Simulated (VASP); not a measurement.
Here is a VASP 6.6.1 calculation.

INCAR

```
SYSTEM = CsIn
PREC = Accurate
ENCUT = 520
EDIFF = 1E-6
ISMEAR = 0
SIGMA = 0.1
LREAL = .False.
LASPH = .True.
NELM = 100
ALGO = Fast
ISIF = 2
LWAVE = .False.
LCHARG = .False.
GGA = PE
NBANDS = 30
```

The input KPOINTS:

```
regular mesh
0
Gamma
  6 6 2
  0 0 0
```

The input POSCAR:

```
CsIn
1.0
    4.1004012737      0.0000000000      0.0000000000
   -2.0502006368      3.5510516688      0.0000000000
    0.0000000000      0.0000000000     13.7421064042
Cs In
2 2
Direct
    0.3333333333      0.6666666667      0.0541871230
    0.6666666667      0.3333333333      0.5541871230
    0.3333333333      0.6666666667      0.3279128770
    0.6666666667      0.3333333333      0.8279128770
```

Potentials or basis: VASP PAW PBE potentials, release 64 (Cs_sv, In_d).

Command:

```console
$ cat potpaw_PBE.64/Cs_sv/POTCAR potpaw_PBE.64/In_d/POTCAR > POTCAR
$ mpirun -np 1 vasp_std > vasp.out
```

Q: What does it give for the band gap on the k mesh?

A: Zero (bands 22 and 23 overlap by 0.16 eV).

Q: Predict the pressure.

A: -0.1 GPa.

Caveat: spin-orbit coupling is left out, which moves the levels of the heavy elements.
